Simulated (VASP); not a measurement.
A run of VASP 6.6.1 is set up as follows.

INCAR

```
SYSTEM = Ti
PREC = Accurate
ENCUT = 520
EDIFF = 1E-6
ISMEAR = -1
SIGMA = 0.15
LREAL = .FALSE.
LASPH = .TRUE.
NELM = 60
ALGO = Normal
ISIF = 2
LWAVE = .FALSE.
LCHARG = .FALSE.
NBANDS = 25
```

Contents of KPOINTS:

```
regular mesh
0
G
  7 7 10
  0 0 0
```

File POSCAR:

```
Ti
1.0
    4.6902189831      0.0000000000      0.0000000000
   -2.3451094916      4.0618489341      0.0000000000
    0.0000000000      0.0000000000      2.8753081592
Ti
3
Direct
    0.0000000000      0.0000000000      0.0000000000
    0.3333333333      0.6666666667      0.5000000000
    0.6666666667      0.3333333333      0.5000000000
```

Potentials or basis: VASP PAW LDA potentials, release 64 (Ti_sv).

Run with:

```bash
$ cat potpaw_LDA.64/Ti_sv/POTCAR > POTCAR
$ mpirun -np 1 vasp_std > vasp.out
```

Predict the pressure.

-13.5 GPa.

What does it give for the band gap on the k mesh?

Zero (bands 18 and 19 overlap by 0.24 eV).

Stress tensor (GPa, compression positive):
```
-13.81   0.00   0.00
  0.00 -13.81   0.00
  0.00   0.00 -12.94
```

Caveat: the cell stands under tension.
